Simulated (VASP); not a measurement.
## H: single point with PBE

The system is H.

```xyz
24
Lattice="6.6039 0.0000 0.0000 0.0000 6.6039 0.0000 0.0000 0.0000 6.6039" Properties=species:S:1:pos:R:3 pbc="T T T"
H     5.4856    4.4808    4.9285
H     6.1026    4.7385    5.2609
H     2.2372    5.2448    6.6698
H     1.7458    4.7085    6.8785
H     6.8248    2.9035    4.1396
H     7.3615    3.1045    3.7125
H     6.2036    0.9689    5.6181
H     6.7819    0.5762    5.8139
H     2.6829    7.4980    1.2837
H     2.2029    7.2188    0.7729
H     3.5812    3.0034    0.3082
H     2.9591    2.7425   -0.1475
H     3.7911    3.8398    4.2775
H     3.2654    4.3815    4.4816
H     0.7149    2.3147    1.5146
H     0.2054    2.7431    1.3257
H     3.5366    6.8918    4.6950
H     4.0546    6.3571    4.6625
H     4.7276    5.3612    2.3372
H     4.1188    5.0925    2.0280
H     7.5322    0.4239    3.9380
H     7.3658    0.2969    3.1908
H     3.1614    2.6581    2.5136
H     3.1979    1.9516    2.6431
```

```json
{"Program": "VASP 6.6.1", "Task": "single point", "Functional": "PBE", "Potentials or basis": "VASP PAW PBE potentials, release 64 (H)", "Cutoff": "520 eV", "k mesh": "1 × 1 × 1", "Occupations": "fermi-dirac, width 0.02 eV", "Spin": "no spin polarisation"}
```

```
Pressure               : 1.3 GPa
Largest force          : 2.406 eV/Å
Band gap on the k mesh : 8.29 eV
```

Forces on the atoms (eV/Å):
```
H    0.009  0.076  0.086
H    0.043  0.076  0.079
H   -0.217 -0.143  0.065
H    0.111  0.186 -0.080
H   -0.844 -0.352  0.748
H    0.959  0.306 -0.704
H   -0.680  0.469 -0.126
H    0.601 -0.409  0.343
H   -0.199 -0.196 -0.275
H    0.108 -0.036  0.123
H   -1.400 -0.628 -1.115
H    1.535  0.588  1.038
H   -0.892  0.737  0.269
H    0.685 -0.836 -0.298
H    1.710 -1.462  0.588
H   -1.766  1.480 -0.694
H   -0.072  0.140  0.012
H    0.069  0.006  0.014
H    0.493  0.207  0.193
H   -0.450 -0.189 -0.283
H   -0.179 -0.207 -1.013
H    0.269  0.092  0.804
H   -0.007  1.113 -0.112
H    0.115 -1.016  0.339
```

Stress tensor (GPa, compression positive):
```
 1.06 -0.50 -0.42
-0.50  1.91 -0.24
-0.42 -0.24  0.89
```

Levels at points of the mesh, in eV from the valence-band top:
```
           k point  band 10  band 11  band 12  band 13  band 14  band 15
(0.00, 0.00, 0.00)    -0.33    -0.25     0.00     8.29     8.90     9.25
```

Wall time 26 s on 1 thread of AMD EPYC 7R43 64-Core Processor (Zen 3) (shared host), peak memory 0.28 GiB.

Caveat: the k points lie up to 0.95 Å⁻¹ apart.
